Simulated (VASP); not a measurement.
Input of a VASP 6.6.1 run:

The input INCAR:

```
SYSTEM = MgS
  PREC = Accurate
  ENCUT = 600
  EDIFF = 1E-6
  ISMEAR = 0
  SIGMA = 0.02
  LREAL = .False.
  LASPH = .True.
  NELM = 120
  ALGO = Normal
  ISIF = 2
  LWAVE = .False.
  LCHARG = .False.
  GGA = PS
  NBANDS = 11
  GGA_COMPAT = .False.
```

KPOINTS

```
regular mesh
0
Gamma
  8 8 8
  0 0 0
```

File POSCAR:

```
MgS
1.0
    0.0000000000      2.8258920328      2.8258920328
    2.8258920328      0.0000000000      2.8258920328
    2.8258920328      2.8258920328      0.0000000000
Mg S
1 1
Direct
    0.0000000000      0.0000000000      0.0000000000
    0.2500000000      0.2500000000      0.2500000000
```

Potentials or basis: VASP PAW PBE potentials, release 64 (Mg, S).

Run with:

```sh
$ cat potpaw_PBE.64/Mg/POTCAR potpaw_PBE.64/S/POTCAR > POTCAR
$ mpirun -np 1 vasp_std > vasp.out
```

What does it give for the pressure?

-0.1 GPa.

What does it give for the band gap on the k mesh?

3.32 eV.

Caveat: the PAW data sets were made with another functional, which shifts forces and pressure a little. A k mesh can miss the band edges.
